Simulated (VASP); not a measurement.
# Al7Ni8 (a cell with a defect): single point with PBE

Al7Ni8 (a cell with a defect):

```
Ni Al
1.0
     5.78365    0.00000    0.00000
     0.00000    5.78365    0.00000
     0.00000    0.00000    5.78365
Ni Al
8 7
Cartesian
  -0.1554 -0.1665 0.0014
  0.0709 0.0605 2.8932
  -0.1564 3.0470 0.0014
  0.0699 2.8207 2.8932
  3.0547 -0.1642 0.0014
  2.8285 0.0622 2.8932
  3.0577 3.0467 0.0014
  2.8308 2.8203 2.8932
  1.4488 1.4424 5.7850
  1.4502 4.3311 1.4330
  1.4502 4.3312 4.3534
  4.3429 1.4407 1.4330
  4.3429 1.4407 4.3535
  4.3411 4.3339 1.5997
  4.3411 4.3339 4.1867
```

```
Program             : VASP 6.6.1
Task                : single point
Functional          : PBE
Potentials or basis : VASP PAW PBE potentials, release 64 (Ni, Al)
Cutoff              : 520 eV
k mesh              : 6 × 6 × 6
Occupations         : methfessel-paxton, width 0.1 eV
Spin                : no spin polarisation
```

```yaml
Pressure: -0.1 GPa
Largest_force: 0.070 eV/Å
Band_gap_on_the_k_mesh: zero (an odd number of electrons rules out a gap without spin polarisation)
```

Forces in eV/Å, atoms in the order of the input:
```
Ni   0.046  0.051  0.000
Ni   0.026  0.026  0.000
Ni   0.037 -0.036  0.000
Ni   0.026 -0.025  0.000
Ni  -0.040  0.041  0.000
Ni  -0.023  0.023  0.000
Ni  -0.052 -0.047  0.000
Ni  -0.026 -0.026  0.000
Al   0.008 -0.008  0.000
Al   0.000  0.004  0.061
Al   0.000  0.005 -0.062
Al  -0.003 -0.001  0.061
Al  -0.003 -0.001 -0.062
Al   0.003 -0.005  0.046
Al   0.002 -0.003 -0.044
```

Stress tensor (GPa, compression positive):
```
 1.13  0.00  0.00
 0.00  1.13  0.00
 0.00  0.00 -2.61
```

Levels at points of the mesh, in eV from the Fermi level:
```tsv
k point	band 48	band 49	band 50	band 51	band 52	band 53	band 54	band 55
(0.00, 0.00, 0.00)	-0.88	-0.85	-0.70	-0.50	-0.50	-0.34	1.48	1.48
(0.50, 0.00, 0.00)	-0.53	-0.49	-0.39	-0.03	0.37	0.68	0.85	0.99
(0.00, 0.50, 0.00)	-0.53	-0.49	-0.39	-0.03	0.37	0.68	0.85	0.99
(0.00, 0.00, 0.50)	-0.70	-0.45	-0.45	-0.03	-0.03	0.70	0.70	1.25
(0.50, 0.50, 0.00)	-0.57	-0.50	-0.38	-0.38	-0.02	0.85	1.73	1.97
(0.00, 0.50, 0.50)	-0.55	-0.54	-0.50	-0.34	-0.01	0.85	1.41	1.73
(0.50, 0.00, 0.50)	-0.55	-0.54	-0.50	-0.34	-0.01	0.85	1.41	1.73
(0.50, 0.50, 0.50)	-1.40	1.63	2.11	2.41	2.41	2.44	2.54	2.55
```

Run time: 86 min on 1 thread of Oxide Virtual Turin-like Processor, with other jobs on the host, peak memory 0.85 GiB.

Spin polarisation is off, so any magnetic state and its effect on volume and gap are missing.
